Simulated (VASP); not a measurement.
# Mg3CdSe4 (P-4m2) in VASP: single point with PBE

Aim: the single point of Mg3CdSe4 with PBE.

Program: VASP 6.6.1. These are calculated values, not measurements. Logs are shortened: lines on timing, memory, paths and dates and some standing lists are left out, and cuts for length are marked.

## Step 1: The cell of the first run

The structure is tetragonal, space group P-4m2 (No. 115). Conventional cell: a = 4.280 Å, b = 4.280 Å, c = 12.045 Å, α = 90.00°, β = 90.00°, γ = 90.00°. Within 3.4 Å of Mg (site symmetry 2mm) lie 4 Se at 2.59 to 2.60 Å. Mg (site symmetry -4m2) has 4 Se at 2.60 Å within 3.4 Å. Within 3.5 Å of Cd (site symmetry -4m2) lie 4 Se at 2.67 Å. Within 3.4 Å of Se (site symmetry 2mm) lie 4 Mg at 2.60 Å. Within 3.4 Å of Se (site symmetry 2mm) lie 2 Mg at 2.59 Å and 2 Cd at 2.67 Å.

The cell was generated, and may not be a known phase.

## Step 2: Single point, PBE

The input, INCAR:

```
PREC = Accurate ; ENCUT = 520
EDIFF = 1E-6 ; ISMEAR = 0
SIGMA = 0.02 ; LREAL = False
LASPH = True ; NELM = 100
ALGO = Normal ; ISIF = 2
LWAVE = False ; LCHARG = False
GGA = PE ; NBANDS = 31
```

The input, KPOINTS:

```
regular mesh
0
Gamma
  6 6 4
```

The input, POSCAR:

```
Mg3CdSe4
1.0
    4.2802738694      0.0000000000      0.0000000000
    0.0000000000      4.2802738694      0.0000000000
    0.0000000000      0.0000000000     12.0447511811
Mg Cd Se
3 1 4
Direct
    0.0000000000      0.0000000000      0.7455964832
    0.5000000000      0.5000000000      0.5000000000
    0.0000000000      0.0000000000      0.2544035168
    0.5000000000      0.5000000000      0.0000000000
    0.0000000000      0.5000000000      0.3771800785
    0.5000000000      0.0000000000      0.1327259949
    0.0000000000      0.5000000000      0.8672740051
    0.5000000000      0.0000000000      0.6228199215
```

Potentials or basis: VASP PAW PBE potentials, release 64 (Mg, Cd, Se).

Started as:

```bash
$ cat potpaw_PBE.64/Mg/POTCAR potpaw_PBE.64/Cd/POTCAR potpaw_PBE.64/Se/POTCAR > POTCAR
$ mpirun -np 1 vasp_std > vasp.out
```

OUTCAR:

```text
PREC = Accurate
   ENCUT = 520
   EDIFF = 1E-6
   ISMEAR = 0
   LREAL = False
   LASPH = True
   NELM = 100
   ISIF = 2
   GGA = PE

 ion  position               nearest neighbor table
   1  0.000  0.000  0.746-   7 2.59   7 2.59   8 2.60   8 2.60
   2  0.500  0.500  0.500-   5 2.60   8 2.60   8 2.60   5 2.60
   3  0.000  0.000  0.254-   6 2.59   6 2.59   5 2.60   5 2.60
   4  0.500  0.500  0.000-   6 2.67   7 2.67   6 2.67   7 2.67
   5  0.000  0.500  0.377-   3 2.60   3 2.60   2 2.60   2 2.60
   6  0.500  0.000  0.133-   3 2.59   3 2.59   4 2.67   4 2.67
   7  0.000  0.500  0.867-   1 2.59   1 2.59   4 2.67   4 2.67
   8  0.500  0.000  0.623-   1 2.60   1 2.60   2 2.60   2 2.60

  LATTYP: Found a simple tetragonal cell.
 ALAT       =     4.2802738694
 C/A-ratio  =     2.8140141376

  Lattice vectors:

 A1 = (   4.2802738694,   0.0000000000,   0.0000000000)
 A2 = (   0.0000000000,   4.2802738694,   0.0000000000)
 A3 = (   0.0000000000,   0.0000000000,  12.0447511811)

Analysis of symmetry for initial positions (statically):
=====================================================================
 Subroutine PRICEL returns:
 Original cell was already a primitive cell.

 Routine SETGRP: Setting up the symmetry group for a
 simple tetragonal supercell.

 Subroutine GETGRP returns: Found  8 space group operations
 (whereof  8 operations were pure point group operations)
 out of a pool of 16 trial point group operations.

The static configuration has the point symmetry D_2d.

Analysis of symmetry for dynamics (positions and initial velocities):
=====================================================================
 Subroutine PRICEL returns:
 Original cell was already a primitive cell.

 Routine SETGRP: Setting up the symmetry group for a
 simple tetragonal supercell.

 Subroutine GETGRP returns: Found  8 space group operations
 (whereof  8 operations were pure point group operations)
 out of a pool of 16 trial point group operations.

The dynamic configuration has the point symmetry D_2d.

 Subroutine INISYM returns: Found  8 space group operations
 (whereof  8 operations are pure point group operations),
 and found     1 'primitive' translations

----------------------------------------------------------------------------------------

                                     Primitive cell

  volume of cell :     220.6688

  direct lattice vectors                    reciprocal lattice vectors
     4.280273869  0.000000000  0.000000000     0.233629910  0.000000000  0.000000000
     0.000000000  4.280273869  0.000000000     0.000000000  0.233629910  0.000000000
     0.000000000  0.000000000 12.044751181     0.000000000  0.000000000  0.083023716

  length of vectors
     4.280273869  4.280273869 12.044751181     0.233629910  0.233629910  0.083023716

  position of ions in fractional coordinates (direct lattice)
     0.000000000  0.000000000  0.745596483
     0.500000000  0.500000000  0.500000000
     0.000000000  0.000000000  0.254403517
     0.500000000  0.500000000  0.000000000
     0.000000000  0.500000000  0.377180078
     0.500000000  0.000000000  0.132725995
     0.000000000  0.500000000  0.867274005
     0.500000000  0.000000000  0.622819922

  ion indices of the primitive-cell ions
   primitive index   ion index
                 1           1
                 2           2
                 3           3
                 4           4
                 5           5
                 6           6
                 7           7
                 8           8

----------------------------------------------------------------------------------------

 KPOINTS: regular mesh

Automatic generation of k-mesh.
 Grid dimensions read from file:
 generate k-points for:    6    6    4

 Generating k-lattice:

  Cartesian coordinates                     Fractional coordinates (reciprocal lattice)
     0.038938318  0.000000000  0.000000000     0.166666667  0.000000000  0.000000000
     0.000000000  0.038938318  0.000000000     0.000000000  0.166666667  0.000000000
     0.000000000  0.000000000  0.020755929     0.000000000  0.000000000  0.250000000

  Length of vectors
     0.038938318  0.038938318  0.020755929

  Shift w.r.t. Gamma in fractional coordinates (k-lattice)
     0.000000000  0.000000000  0.000000000

 Subroutine IBZKPT returns following result:
 ===========================================

 Found     30 irreducible k-points:

 Following reciprocal coordinates:
            Coordinates               Weight
  0.000000  0.000000  0.000000      1.000000
  0.166667  0.000000  0.000000      4.000000
  0.333333  0.000000  0.000000      4.000000
  0.500000  0.000000  0.000000      2.000000
  0.166667  0.166667  0.000000      4.000000
  0.333333  0.166667  0.000000      8.000000
[... 16 lines left out ...]
  0.333333  0.000000  0.500000      4.000000
  0.500000  0.000000  0.500000      2.000000
 [... further k-points ...]
   k-points           NKPTS =     30   k-points in BZ     NKDIM =     30   number of bands    NBANDS=     31
   number of dos      NEDOS =    301   number of ions     NIONS =      8
   total plane-waves  NPLWV =  92160
   dimension x,y,z NGX =    32 NGY =   32 NGZ =   90
   dimension x,y,z NGXF=    64 NGYF=   64 NGZF=  180
   ions per type =               3   1   4
   NGX,Y,Z   is equivalent  to a cutoff of  12.43, 12.43, 12.42 a.u.
   NGXF,Y,Z  is equivalent  to a cutoff of  24.86, 24.86, 24.84 a.u.
 SYSTEM =  unknown system
   PREC   = accura    normal or accurate (medium, high low for compatibility)
   ISTART =      0    job   : 0-new  1-cont  2-samecut
   ICHARG =      2    charge: 1-file 2-atom 10-const
   ISPIN  =      1    spin polarized calculation?
   LNONCOLLINEAR =      F non collinear calculations
   LSORBIT =      F    spin-orbit coupling
   LASPH  =      T    aspherical Exc in radial PAW
   ENCUT  =  520.0 eV  38.22 Ry    6.18 a.u.   7.96  7.96 22.40*2*pi/ulx,y,z
   NELM   =    100;   NELMIN=  2; NELMDL= -5     # of ELM steps
   EDIFF  = 0.1E-05   stopping-criterion for ELM
   LREAL  =      F    real-space projection
   EDIFFG = 0.1E-04   stopping-criterion for IOM
   NSW    =      0    number of steps for IOM
   IBRION =     -1    ionic relax: 0-MD 1-quasi-New 2-CG
   NFREE  =      0    steps in history (QN), initial steepest desc. (CG)
   ISIF   =      2    stress and relaxation
   ISYM   =      2    0-nonsym 1-usesym 2-fastsym
   POTIM  = 0.5000    time-step for ionic-motion
   TEBEG  =    0.0;   TEEND  =   0.0 temperature during run
   PSTRESS=    0.0 pullay stress
   NELECT =      42.0000    total number of electrons
   NUPDOWN=      -1.0000    fix difference up-down
   EMIN   =  10.00;   EMAX   =-10.00  energy-range for DOS
   EFERMI =   0.00;   METHOD = LEGACY
   ISMEAR =     0;   SIGMA  =   0.02  broadening in eV -4-tet -1-fermi 0-gaus
   EFERMI_NEDOS =   21; number of points for ismear=-14 and -15
   IALGO  =     38    algorithm
   IMIX   =      4    mixing-type and parameters
     AMIX     =   0.40;   BMIX     =  1.00
     AMIX_MAG =   1.60;   BMIX_MAG =  1.00
  volume/ion in A,a.u.               =      27.58       186.14
  Fermi-wavevector in a.u.,A,eV,Ry     =   0.941696  1.779548 12.065541  0.886792
  Thomas-Fermi vector in A             =   2.069233
   LORBIT       =      0    0 simple, 1 ext, 2 COOP (PROOUT), +10 PAW based schemes
   GGA     = PE    functional components
   LHFCALC =     F    Hartree Fock is set to
   AEXX    =    0.0000 exact exchange contribution
   IVDW    =     0    specifies the selected vdW correction
   LEPSILON=     F    determine dielectric tensor
   LRPA    =     F    only Hartree local field effects (RPA)
 non-spin polarized calculation
 Gauss-broadening in eV      SIGMA  =   0.02
  energy-cutoff  :      520.00
  volume of cell :      220.67
 maximum number of plane-waves:      6000
 NGX is ok and might be reduce to    32
   NGX = 15   NGY = 15   NGZ = 45

 number of electron      41.9999989 magnetization

 Free energy of the ion-electron system (eV)
  ---------------------------------------------------
  ext. energy  EPLUGINS =         0.00000000
  ---------------------------------------------------
  free energy    TOTEN  =       -28.03921067 eV

  energy without entropy =      -28.03921067  energy(sigma->0) =      -28.03921067

 E-fermi :   0.7027     XC(G=0):  -8.2467

 val. band max:        0.6111073589   @ k =   0.0000   0.0000   0.0000
 cond. band min:       2.4801099482   @ k =   0.0000   0.0000   0.0000
 fundamental gap:      1.8690025894
 Fermi energy:         0.7027131089

 k-point     1 :       0.0000    0.0000    0.0000
  band No.  band energies     occupation
      1     -11.2036      2.00000
      2     -10.9525      2.00000
      3     -10.8558      2.00000
      4     -10.5258      2.00000
      5      -6.6716      2.00000
      6      -6.6716      2.00000
[... 23 lines left out ...]
     30       7.2776      0.00000
     31       7.3105      0.00000

 k-point     2 :       0.1667    0.0000    0.0000
  band No.  band energies     occupation
      1     -11.1322      2.00000
      2     -10.9133      2.00000
      3     -10.8144      2.00000
      4     -10.5248      2.00000
      5      -6.6681      2.00000
      6      -6.6591      2.00000
[... 23 lines left out ...]
     30       7.4300      0.00000
     31       7.5394      0.00000

 k-point     3 :       0.3333    0.0000    0.0000
  band No.  band energies     occupation
      1     -10.9620      2.00000
      2     -10.8351      2.00000
      3     -10.7229      2.00000
      4     -10.5491      2.00000
      5      -6.6611      2.00000
      6      -6.6171      2.00000
[... 703 lines left out ...]
     30       7.4920      0.00000
     31       7.6213      0.00000

 k-point    24 :       0.5000    0.0000    0.5000
  band No.  band energies     occupation
      1     -10.8385      2.00000
      2     -10.8096      2.00000
      3     -10.6292      2.00000
      4     -10.6290      2.00000
      5      -6.6575      2.00000
      6      -6.5934      2.00000
[... 23 lines left out ...]
     30       7.4630      0.00000
     31       7.5150      0.00000

 [... further k-points ...]

------------------------ aborting loop because EDIFF is reached ----------------------------------------

  FORCE on cell =-STRESS in cart. coord.  units (eV):
  Direction    XX          YY          ZZ          XY          YZ          ZX
  --------------------------------------------------------------------------------------
  -------------------------------------------------------------------------------------
  Total        0.1006521      0.1006521      0.1079859      0.0000000      0.0000000     -0.0000000
  in kB        0.7307901      0.7307901      0.7840370      0.0000000      0.0000000     -0.0000000
  external PRESSURE =       0.7485391 kB  Pullay stress =       0.0000000 kB

 VOLUME and BASIS-vectors are now :
 -----------------------------------------------------------------------------
  energy-cutoff  :      520.00
  volume of cell :      220.67
      direct lattice vectors                 reciprocal lattice vectors
     4.280273869  0.000000000  0.000000000     0.233629910  0.000000000  0.000000000
     0.000000000  4.280273869  0.000000000     0.000000000  0.233629910  0.000000000
     0.000000000  0.000000000 12.044751181     0.000000000  0.000000000  0.083023716

 POSITION                                       TOTAL-FORCE (eV/Angst)
 -----------------------------------------------------------------------------------
      0.00000      0.00000      8.98052         0.000000      0.000000     -0.004237
      2.14014      2.14014      6.02238         0.000000      0.000000     -0.000000
      0.00000      0.00000      3.06423         0.000000      0.000000      0.004237
      2.14014      2.14014      0.00000         0.000000     -0.000000     -0.000000
      0.00000      2.14014      4.54304         0.000000      0.000000      0.002003
      2.14014      0.00000      1.59865         0.000000      0.000000      0.046289
      0.00000      2.14014     10.44610         0.000000      0.000000     -0.046289
      2.14014      0.00000      7.50171        -0.000000      0.000000     -0.002003
 -----------------------------------------------------------------------------------
    total drift:                                0.000000     -0.000000     -0.000000

  FREE ENERGIE OF THE ION-ELECTRON SYSTEM (eV)
  ---------------------------------------------------
  free  energy   TOTEN  =       -28.0392106657 eV

  energy  without entropy=      -28.0392106657  energy(sigma->0) =      -28.03921067
```

It took 2.3 min on 1 thread of Intel Xeon 8259CL, shared host; peak memory 0.4 GiB.

Results:

| Quantity | Value |
| --- | --- |
| Free energy | -28.0392 eV |
| Pressure | 0.1 GPa |
| Largest force | 0.046 eV/Å |
| Band gap on the k mesh | 1.87 eV |

Forces on the atoms (eV/Å):
```
Mg   0.000  0.000 -0.004
Mg   0.000  0.000  0.000
Mg   0.000  0.000  0.004
Cd   0.000  0.000  0.000
Se   0.000  0.000  0.002
Se   0.000  0.000  0.046
Se   0.000  0.000 -0.046
Se   0.000  0.000 -0.002
```

A k mesh can miss the band edges.
